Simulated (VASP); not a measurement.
A run of VASP 6.6.1 is set up as follows.

File INCAR:

```
PREC = Accurate ; ENCUT = 520
EDIFF = 1E-6 ; ISMEAR = -1
SIGMA = 0.05 ; LREAL = False
LASPH = True ; NELM = 60
ALGO = Normal ; ISIF = 2
LWAVE = False ; LCHARG = False
GGA = PE ; NBANDS = 16
```

KPOINTS

```
regular mesh
0
Gamma
  6 6 6
```

The input POSCAR:

```
HgTe
1.0
    0.0000000000      3.2400000000      3.2400000000
    3.2400000000      0.0000000000      3.2400000000
    3.2400000000      3.2400000000      0.0000000000
Te Hg
1 1
Direct
    0.7500000000      0.7500000000      0.7500000000
    0.0000000000      0.0000000000      0.0000000000
```

Potentials or basis: VASP PAW PBE potentials, release 64 (Te, Hg).

Launch:

```sh
$ cat potpaw_PBE.64/Te/POTCAR potpaw_PBE.64/Hg/POTCAR > POTCAR
$ mpirun -np 1 vasp_std > vasp.out
```

(1) What does it give for the band gap on the k mesh?

(2) Predict the pressure.

## Answers

(1) zero (filled and empty bands touch).

(2) 3.4 GPa.

Caveat: spin-orbit coupling is left out, which moves the levels of the heavy elements.
